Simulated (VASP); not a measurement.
Set up this calculation in VASP 6.6.1, as the native input.

```
Task                   : single point
Functional             : PBEsol
Potentials or basis    : VASP PAW PBE potentials, release 64 (C)
Cutoff                 : 520 eV
k mesh                 : 13 × 13 × 8
Occupations            : fermi-dirac, width 0.05 eV
Spin                   : no spin polarisation
Dipole correction      : no
Further INCAR settings : ALGO = Normal; EDIFF = 1e-07; NBANDS = 11
```

The structure of C lies in POSCAR:

```
C
1.0
    2.0985692110     -1.2116819937      0.0000000000
    2.0985692110      1.2116819937      0.0000000000
   -1.3604312700      0.0000000000      3.4554887337
C
2
Direct
    0.1666444700      0.1666444700      0.9999069600
    0.8333555300      0.8333555300      0.0000930400
```

The input as run:

INCAR

```
ALGO = Normal ; EDIFF = 1E-7
ENCUT = 520 ; GGA = PS
ISIF = 2 ; ISMEAR = -1
LASPH = True ; LCHARG = False
LREAL = False ; LWAVE = False
NBANDS = 11 ; NELM = 60
PREC = Accurate ; SIGMA = 0.05
```

KPOINTS

```
k-points
0
Gamma
  13 13 8
```

Potentials or basis: VASP PAW PBE potentials, release 64 (C).

Run with:

```console
$ cat potpaw_PBE.64/C/POTCAR > POTCAR
$ mpirun -np 1 vasp_std > vasp.out
```

It gave:

```yaml
Pressure: 13.5 GPa
Largest_force: 0.004 eV/Å
Band_gap_on_the_k_mesh: 0.93 eV, indirect (least direct gap 0.94 eV)
```

Caveat: the PAW data sets were made with another functional, which shifts forces and pressure a little; this functional lacks dispersion, which binds the layers, so the pressure and a relaxed spacing across them are unreliable.

Run time: 41 s on 1 thread of Intel Xeon 6975P-C, on a shared host, peak memory 0.16 GiB.
